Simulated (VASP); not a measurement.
**MoS2: single point with PBEsol**

Crystal: MoS2.

```
Mo S
1.0
     3.18385    0.00000    0.00000
    -1.59192    2.75729    0.00000
     0.00000    0.00000    6.22716
Mo S
1 2
Direct
  0.00000 0.00000 0.50000
  0.33333 0.66667 0.25532
  0.66667 0.33333 0.74468
```

```json
{"Program": "VASP 6.6.1", "Task": "single point", "Functional": "PBEsol", "Potentials or basis": "VASP PAW PBE potentials, release 64 (Mo_sv, S)", "Cutoff": "520 eV", "k mesh": "10 × 10 × 5", "Occupations": "fermi-dirac, width 0.1 eV", "Spin": "no spin polarisation"}
```

```yaml
Pressure: 2.4 GPa
Largest_force: 0.704 eV/Å
Band_gap_on_the_k_mesh: zero (bands 13 and 14 overlap by 0.76 eV)
```

Forces on the atoms (eV/Å):
```
Mo   0.000  0.000  0.000
S    0.000  0.000 -0.704
S    0.000  0.000  0.704
```

Stress tensor (GPa, compression positive):
```
0.83 0.00 0.00
0.00 0.83 0.00
0.00 0.00 5.45
```

Levels at points of the mesh, in eV from the Fermi level:
```csv
k point,band 9,band 10,band 11,band 12,band 13,band 14,band 15,band 16,band 17,band 18
"(0.00, 0.00, 0.00)",-4.24,-1.89,-1.20,-1.04,-1.04,-0.28,-0.28,3.37,3.37,6.00
"(0.50, 0.00, 0.00)",-4.98,-4.29,-3.31,-1.82,-1.81,1.00,1.80,3.83,3.89,5.53
```

Run time: 48 s on 1 thread of Intel Xeon 8259CL, on a shared host, peak memory 0.21 GiB.

Caveat: the PAW data sets were made with another functional, which shifts forces and pressure a little; this functional lacks dispersion, which binds the layers, so the pressure and a relaxed spacing across them are unreliable.
